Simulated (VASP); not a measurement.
# Be16CO in VASP: further runs

Be16CO is run at these levels: PBE; tasks: single point.

Program: VASP 6.6.1. These are calculated values, not measurements. Logs are shortened: lines on timing, memory, paths and dates and some standing lists are left out, and cuts for length are marked.

## 1. The cell of the first run

The cell holds a slab with vacuum, 18 atoms: a = 4.525 Å, b = 4.525 Å, c = 23.476 Å, α = 90.00°, β = 90.00°, γ = 120.00°.

## 2. Single point, PBE

Input file INCAR:

```
SYSTEM = Be16CO
ALGO = Normal
DIPOL = 0.5 0.5 0.315
EDIFF = 1E-7
ENCUT = 520
GGA = PE
IDIPOL = 3
ISIF = 2
ISMEAR = 0
LASPH = .True.
LCHARG = .False.
LDIPOL = .True.
LREAL = Auto
LWAVE = .False.
NBANDS = 36
NELM = 60
PREC = Accurate
SIGMA = 0.1
```

Input file KPOINTS:

```
k-points
0
Gamma
  6 6 1
  0 0 0
```

Input file POSCAR:

```
Be16CO
1.0
    4.5254381410      0.0000000000      0.0000000000
   -2.2627190705      3.9191443934      0.0000000000
    0.0000000000      0.0000000000     23.4761687145
Be C O
16 1 1
Direct
    0.3333333333      0.1666666667      0.1703855535
    0.3333333333      0.6666666667      0.1703855535
    0.8333333333      0.1666666667      0.1703855535
    0.8333333333      0.6666666667      0.1703855535
    0.1666666667      0.3333333333      0.2463521558
    0.1666666667      0.8333333333      0.2463521558
    0.6666666667      0.3333333333      0.2463521558
    0.6666666667      0.8333333333      0.2463521558
    0.3333333333      0.1666666667      0.3241941575
    0.3333333333      0.6666666667      0.3241941575
    0.8333333333      0.1666666667      0.3241941575
    0.8333333333      0.6666666667      0.3241941575
    0.1666666667      0.3333333333      0.4036505628
    0.1666666667      0.8333333333      0.4036505628
    0.6666666667      0.3333333333      0.4036505628
    0.6666666667      0.8333333333      0.4036505628
    0.1666666667      0.3333333333      0.5301618363
    0.2948310525      0.2051689475      0.5548677415
```

Potentials or basis: VASP PAW PBE potentials, release 64 (Be, C, O).

Command:

```bash
cat potpaw_PBE.64/Be/POTCAR potpaw_PBE.64/C/POTCAR potpaw_PBE.64/O/POTCAR > POTCAR
mpirun -np 1 vasp_std > vasp.out
```

OUTCAR:

```text
SYSTEM = Be16CO
   EDIFF = 1E-7
   ENCUT = 520
   GGA = PE
   ISIF = 2
   ISMEAR = 0
   LASPH = .True.
   LREAL = Auto
   NELM = 60
   PREC = Accurate

 ion  position               nearest neighbor table
   1  0.333  0.167  0.170-   5 2.21   7 2.21   6 2.21   3 2.26   3 2.26   2 2.26   2 2.26   4 2.26
                             4 2.26
   2  0.333  0.667  0.170-   6 2.21   8 2.21   5 2.21   4 2.26   4 2.26   3 2.26   1 2.26   1 2.26
                             3 2.26
   3  0.833  0.167  0.170-   7 2.21   5 2.21   8 2.21   1 2.26   1 2.26   2 2.26   4 2.26   4 2.26
                             2 2.26
   4  0.833  0.667  0.170-   8 2.21   6 2.21   7 2.21   2 2.26   2 2.26   1 2.26   3 2.26   3 2.26
                             1 2.26
   5  0.167  0.333  0.246-   1 2.21   3 2.21   2 2.21   9 2.25  11 2.25  10 2.25   7 2.26   7 2.26
                             6 2.26   6 2.26   8 2.26   8 2.26
   6  0.167  0.833  0.246-   2 2.21   4 2.21   1 2.21  10 2.25  12 2.25   9 2.25   8 2.26   8 2.26
                             7 2.26   5 2.26   5 2.26   7 2.26
   7  0.667  0.333  0.246-   3 2.21   1 2.21   4 2.21  11 2.25   9 2.25  12 2.25   5 2.26   5 2.26
                             6 2.26   8 2.26   8 2.26   6 2.26
   8  0.667  0.833  0.246-   4 2.21   2 2.21   3 2.21  12 2.25  10 2.25  11 2.25   6 2.26   6 2.26
                             5 2.26   7 2.26   7 2.26   5 2.26
   9  0.333  0.167  0.324-   5 2.25   7 2.25   6 2.25  11 2.26  11 2.26  12 2.26  10 2.26  10 2.26
                            12 2.26  13 2.28  15 2.28  14 2.28
  10  0.333  0.667  0.324-   6 2.25   8 2.25   5 2.25  12 2.26  12 2.26   9 2.26   9 2.26  11 2.26
                            11 2.26  14 2.28  16 2.28  13 2.28
  11  0.833  0.167  0.324-   7 2.25   5 2.25   8 2.25   9 2.26   9 2.26  12 2.26  12 2.26  10 2.26
                            10 2.26  15 2.28  13 2.28  16 2.28
  12  0.833  0.667  0.324-   8 2.25   6 2.25   7 2.25  10 2.26  10 2.26  11 2.26  11 2.26   9 2.26
                             9 2.26  16 2.28  14 2.28  15 2.28
  13  0.167  0.333  0.404-  15 2.26  15 2.26  16 2.26  14 2.26  14 2.26  16 2.26   9 2.28  11 2.28
                            10 2.28
  14  0.167  0.833  0.404-  16 2.26  16 2.26  13 2.26  13 2.26  15 2.26  15 2.26  10 2.28  12 2.28
                             9 2.28
  15  0.667  0.333  0.404-  13 2.26  13 2.26  16 2.26  16 2.26  14 2.26  14 2.26  11 2.28   9 2.28
                            12 2.28
  16  0.667  0.833  0.404-  14 2.26  14 2.26  15 2.26  15 2.26  13 2.26  13 2.26  12 2.28  10 2.28
                            11 2.28
  17  0.167  0.333  0.530-  18 1.16
  18  0.295  0.205  0.555-  17 1.16

  LATTYP: Found a hexagonal cell.
 ALAT       =     4.5254381410
 C/A-ratio  =     5.1876012848

  Lattice vectors:

 A1 = (   4.5254381410,   0.0000000000,   0.0000000000)
 A2 = (  -2.2627190705,   3.9191443934,   0.0000000000)
 A3 = (   0.0000000000,   0.0000000000,  23.4761687145)

Analysis of symmetry for initial positions (statically):
=====================================================================
 Subroutine PRICEL returns:
 Original cell was already a primitive cell.

 Routine SETGRP: Setting up the symmetry group for a
[... 167 lines left out ...]
   GGA     = PE    functional components
   LHFCALC =     F    Hartree Fock is set to
   AEXX    =    0.0000 exact exchange contribution
   IVDW    =     0    specifies the selected vdW correction
   LEPSILON=     F    determine dielectric tensor
   LRPA    =     F    only Hartree local field effects (RPA)
 non-spin polarized calculation
 Gauss-broadening in eV      SIGMA  =   0.10
  energy-cutoff  :      520.00
  volume of cell :      416.37
 maximum number of plane-waves:     11313
 NGX is ok and might be reduce to    36
   NGX = 17   NGY = 17   NGZ = 87

 dipolmoment           0.000000      0.000000      0.090405 electrons x Angstroem

 number of electron      41.9999998 magnetization

 dipolmoment           0.000000      0.000000     -0.004406 electrons x Angstroem

 Free energy of the ion-electron system (eV)
  ---------------------------------------------------
  ext. energy  EPLUGINS =         0.00000000
  ---------------------------------------------------
  free energy    TOTEN  =       -70.91744568 eV

  energy without entropy =      -70.86568871  energy(sigma->0) =      -70.89156720

 E-fermi :  -1.3309     XC(G=0):  -4.7826

 val. band max:       -1.3458003292   @ k =   0.3333   0.0000   0.0000
 cond. band min:      -1.2927258980   @ k =   0.3333   0.1667   0.0000
 fundamental gap:      0.0530744312
 Fermi energy:        -1.3308846269

 k-point     1 :       0.0000    0.0000    0.0000
  band No.  band energies     occupation
      1     -24.9995      2.00000
      2     -11.3657      2.00000
      3     -10.0487      2.00000
      4      -9.9612      2.00000
      5      -7.9407      2.00000
      6      -7.5752      2.00000
[... 457 lines left out ...]
     32       4.1478      0.00000
     33       4.2498      0.00000
 [bands above 33 left out]

------------------------ aborting loop because EDIFF is reached ----------------------------------------

 vacuum level on the upper side and lower side of the slab       (xc-potential included)        -0.106        -0.059

  FORCE on cell =-STRESS in cart. coord.  units (eV):
  Direction    XX          YY          ZZ          XY          YZ          ZX
  --------------------------------------------------------------------------------------
  -------------------------------------------------------------------------------------
  Total       -7.7993616     -7.0979452      0.6956262      0.6074444      0.3595280     -0.6227219
  in kB      -30.0116946    -27.3126666      2.6767475      2.3374268      1.3834523     -2.3962142
  external PRESSURE =     -18.2158712 kB  Pullay stress =       0.0000000 kB

 VOLUME and BASIS-vectors are now :
 -----------------------------------------------------------------------------
  energy-cutoff  :      520.00
  volume of cell :      416.37
      direct lattice vectors                 reciprocal lattice vectors
     4.525438141  0.000000000  0.000000000     0.220973079  0.127578867  0.000000000
    -2.262719071  3.919144393  0.000000000     0.000000000  0.255157733  0.000000000
     0.000000000  0.000000000 23.476168715     0.000000000  0.000000000  0.042596388

 POSITION                                       TOTAL-FORCE (eV/Angst)
 -----------------------------------------------------------------------------------
      1.13136      0.65319      4.00000        -0.004061      0.002345     -0.191967
     -0.00000      2.61276      4.00000        -0.000749     -0.003186     -0.182810
      3.39408      0.65319      4.00000         0.002385      0.002242     -0.182810
      2.26272      2.61276      4.00000         0.002853     -0.001647     -0.191493
      0.00000      1.30638      5.78340         0.001768     -0.001021      0.268229
     -1.13136      3.26595      5.78340        -0.000223      0.001687      0.252627
[... 10 lines left out ...]
      0.00000      1.30638     12.44617         1.178072     -0.680160      0.885925
      0.87000      0.80409     13.02617        -1.161020      0.670315     -0.706280
 -----------------------------------------------------------------------------------
    total drift:                               -0.001936      0.001118     -0.006611

  FREE ENERGIE OF THE ION-ELECTRON SYSTEM (eV)
  ---------------------------------------------------
  free  energy   TOTEN  =       -70.9174456764 eV

  energy  without entropy=      -70.8656887138  energy(sigma->0) =      -70.89156720

 vacuum level on the upper side and lower side of the slab         3.885         3.931
```

stdout:

```text
POSCAR found type information on POSCAR BeC O
 POSCAR found :  3 types and      18 ions
 scaLAPACK will be used
 LDA part: xc-table for (Slater+PW92), standard interpolation
 POSCAR, INCAR and KPOINTS ok, starting setup
 FFT: planning ... GRIDC
 FFT: planning ... GRID_SOFT
 FFT: planning ... GRID
 WAVECAR not read
 entering main loop
```

Wall time 6.5 min (1 thread of AMD EPYC 9R45 (Zen 5), shared host); peak memory 0.53 GiB.

Results:

```yaml
Free_energy: -70.9174 eV
Largest_force: 1.623 eV/Å
Band_gap_on_the_k_mesh: zero (band 21 reaches -0.75 eV, above the bottom of band 22 at -3.02 eV)
```

Forces in eV/Å, atoms in the order of the input:
```
Be  -0.004  0.002 -0.192
Be  -0.001 -0.003 -0.183
Be   0.002  0.002 -0.183
Be   0.003 -0.002 -0.191
Be   0.002 -0.001  0.268
Be   0.000  0.002  0.253
Be  -0.002 -0.001  0.253
Be   0.000  0.000  0.236
Be   0.020 -0.012 -0.043
Be   0.003  0.020 -0.010
Be  -0.016 -0.013 -0.010
Be  -0.007  0.004 -0.049
Be   0.008 -0.005  0.026
Be  -0.007  0.033 -0.122
Be  -0.032 -0.010 -0.122
Be   0.013 -0.007 -0.111
C    1.178 -0.680  0.886
O   -1.161  0.670 -0.706
```

## 3. Single point, PBE

Input file INCAR:

```
SYSTEM = Be16CO
PREC     = Accurate       ! precision mode
ENCUT    = 520            ! plane-wave cutoff, eV
EDIFF    = 1E-7           ! SCF threshold, eV
ISMEAR   = 0              ! smearing method
SIGMA    = 0.1            ! smearing width, eV
LREAL    = Auto         
LASPH    = .TRUE.         ! aspherical terms in the spheres
NELM     = 60             ! most SCF steps
ALGO     = Normal         ! electronic algorithm
ISIF     = 2              ! what is computed and relaxed
LWAVE    = .FALSE.        ! write WAVECAR
LCHARG   = .FALSE.        ! write CHGCAR
LDIPOL   = .TRUE.       
IDIPOL   = 3            
DIPOL    = 0.5 0.5 0.307
GGA      = PE             ! functional
NBANDS   = 36             ! bands
```

Input file KPOINTS:

```
Automatic mesh
0
G
  6 6 1
  0 0 0
```

Edit POSCAR of step 2 so:

```diff
@@ -24,3 +24,3 @@
     0.6666666667      0.8333333333      0.4036505628
-    0.1666666667      0.3333333333      0.5301618363
-    0.2948310525      0.2051689475      0.5548677415
+    0.1666666667      0.3333333333      0.4641374343
+    0.3096154644      0.1903845356      0.4769261519
```

Potentials or basis: VASP PAW PBE potentials, release 64 (Be, C, O).

Command:

```bash
cat potpaw_PBE.64/Be/POTCAR potpaw_PBE.64/C/POTCAR potpaw_PBE.64/O/POTCAR > POTCAR
mpirun -np 1 vasp_std > vasp.out
```

It took 6.5 min on 1 thread of AMD EPYC 9R45 (Zen 5), shared host; peak memory 0.53 GiB.

The run converged. Its results:

```yaml
Free_energy: -67.5570 eV
Largest_force: 8.891 eV/Å
Band_gap_on_the_k_mesh: zero (band 21 reaches -0.72 eV, above the bottom of band 22 at -1.59 eV)
```

Forces in eV/Å, atoms in the order of the input:
```
Be  -0.075  0.043 -0.070
Be  -0.032 -0.117 -0.170
Be   0.085  0.086 -0.170
Be   0.025 -0.015 -0.089
Be   0.009 -0.005  0.518
Be  -0.063 -0.036  0.291
Be  -0.001  0.073  0.291
Be   0.066 -0.038  0.069
Be   0.092 -0.053  0.437
Be  -0.005  0.113  0.016
Be  -0.100 -0.052  0.016
Be  -0.021  0.012 -0.112
Be  -1.055  0.609 -8.808
Be   0.138 -0.340 -0.730
Be   0.364  0.051 -0.730
Be  -0.072  0.041 -0.657
C   -3.616  2.088  6.437
O    4.262 -2.461  3.461
```

Levels at points of the mesh, in eV from the Fermi level:
```csv
k point,band 19,band 20,band 21,band 22,band 23,band 24
"(0.00, 0.00, 0.00)",-1.79,-1.78,-1.68,-0.65,0.34,1.36
"(0.50, 0.00, 0.00)",-0.84,-0.20,0.22,0.61,1.06,1.85
"(0.50, 0.50, 0.00)",-0.87,0.17,0.22,0.35,0.95,1.80
```

## 4. Single point, PBE

Input file INCAR:

```
PREC = Accurate
ENCUT = 520
EDIFF = 1E-7
ISMEAR = 0
SIGMA = 0.1
LREAL = Auto
LASPH = T
NELM = 60
ALGO = Normal
ISIF = 2
LWAVE = F
LCHARG = F
LDIPOL = T
IDIPOL = 3
DIPOL = 0.5 0.5 0.309
GGA = PE
NBANDS = 36
```

Input file KPOINTS:

```
regular mesh
0
Gamma
  6 6 1
```

Edit POSCAR of step 3 so:

```diff
@@ -24,3 +24,3 @@
     0.6666666667      0.8333333333      0.4036505628
-    0.1666666667      0.3333333333      0.4641374343
-    0.3096154644      0.1903845356      0.4769261519
+    0.1666666667      0.3333333333      0.4828798452
+    0.3096154644      0.1903845356      0.4956685628
```

Command:

```bash
cat potpaw_PBE.64/Be/POTCAR potpaw_PBE.64/C/POTCAR potpaw_PBE.64/O/POTCAR > POTCAR
mpirun -np 1 vasp_std > vasp.out
```

Wall time 7 min (1 thread of AMD EPYC 9R45 (Zen 5), shared host); peak memory 0.53 GiB.

It converged, with:

```yaml
Free_energy: -69.7305 eV
Largest_force: 2.228 eV/Å
Band_gap_on_the_k_mesh: zero (band 21 reaches -0.54 eV, above the bottom of band 22 at -1.88 eV)
```

Forces on the atoms (eV/Å):
```
Be  -0.056  0.032 -0.153
Be  -0.030 -0.082 -0.207
Be   0.056  0.067 -0.207
Be   0.017 -0.010 -0.180
Be  -0.023  0.013  0.474
Be  -0.023 -0.054  0.281
Be   0.036  0.047  0.281
Be   0.043 -0.025  0.095
Be   0.114 -0.066  0.227
Be  -0.035  0.123 -0.021
Be  -0.124 -0.031 -0.021
Be   0.007 -0.004 -0.210
Be  -0.534  0.308 -0.697
Be   0.045 -0.200 -0.799
Be   0.196  0.061 -0.799
Be  -0.006  0.004 -0.551
C   -0.604  0.349  0.528
O    0.920 -0.531  1.958
```

Levels at points of the mesh, in eV from the Fermi level:
| k point | band 18 | band 19 | band 20 | band 21 | band 22 | band 23 | band 24 | band 25 |
| --- | --- | --- | --- | --- | --- | --- | --- | --- |
| (0.00, 0.00, 0.00) | -1.85 | -1.78 | -1.76 | -1.75 | -0.80 | 0.75 | 1.82 | 2.89 |
| (0.50, 0.00, 0.00) | -1.33 | -0.96 | -0.03 | 0.54 | 0.67 | 0.83 | 2.08 | 2.43 |
| (0.50, 0.50, 0.00) | -1.36 | -1.01 | 0.18 | 0.29 | 0.64 | 0.87 | 2.32 | 2.64 |

## 5. Single point, PBE

Input file INCAR:

```
  PREC = Accurate
  ENCUT = 520
  EDIFF = 1E-7
  ISMEAR = 0
  SIGMA = 0.1
  LREAL = Auto
  LASPH = True
  NELM = 60
  ALGO = Normal
  ISIF = 2
  LWAVE = False
  LCHARG = True
  LDIPOL = True
  IDIPOL = 3
  DIPOL = 0.5 0.5 0.312
  GGA = PE
  LELF = True
  LVHAR = True
  LVACPOTAV = True
  NBANDS = 36
```

KPOINTS is that of step 4.

Edit POSCAR of step 4 so:

```diff
@@ -24,3 +24,3 @@
     0.6666666667      0.8333333333      0.4036505628
-    0.1666666667      0.3333333333      0.4828798452
-    0.3096154644      0.1903845356      0.4956685628
+    0.1666666667      0.3333333333      0.5088636421
+    0.3096154644      0.1903845356      0.5216523597
```

Command:

```bash
cat potpaw_PBE.64/Be/POTCAR potpaw_PBE.64/C/POTCAR potpaw_PBE.64/O/POTCAR > POTCAR
mpirun -np 1 vasp_std > vasp.out
```

Wall time 7.1 min (1 thread of AMD EPYC 9R45 (Zen 5), shared host); peak memory 0.52 GiB.

It converged, with:

- Free energy: -70.6294 eV
- Largest force: 1.200 eV/Å
- Band gap on the k mesh: zero (band 21 reaches -0.71 eV, above the bottom of band 22 at -2.86 eV)

Forces in eV/Å, atoms in the order of the input:
```
Be  -0.019  0.011 -0.194
Be  -0.004 -0.019 -0.201
Be   0.014  0.013 -0.201
Be   0.005 -0.003 -0.211
Be  -0.005  0.003  0.310
Be   0.001 -0.010  0.256
Be   0.009  0.005  0.256
Be   0.001 -0.001  0.192
Be   0.051 -0.030 -0.012
Be  -0.008  0.048 -0.014
Be  -0.045 -0.017 -0.014
Be   0.000  0.000 -0.098
Be  -0.095  0.055 -0.012
Be   0.006 -0.014 -0.319
Be   0.015  0.001 -0.319
Be   0.010 -0.006 -0.239
C    0.936 -0.540  0.522
O   -0.873  0.504  0.298
```

Levels at points of the mesh, in eV from the Fermi level:
```csv
k point,band 20,band 21,band 22,band 23,band 24,band 25
"(0.00, 0.00, 0.00)",-1.72,-1.69,-1.57,2.21,2.64,2.98
"(0.50, 0.00, 0.00)",0.09,0.36,0.79,0.82,2.58,2.89
"(0.50, 0.50, 0.00)",0.17,0.24,0.80,0.85,2.88,3.15
```
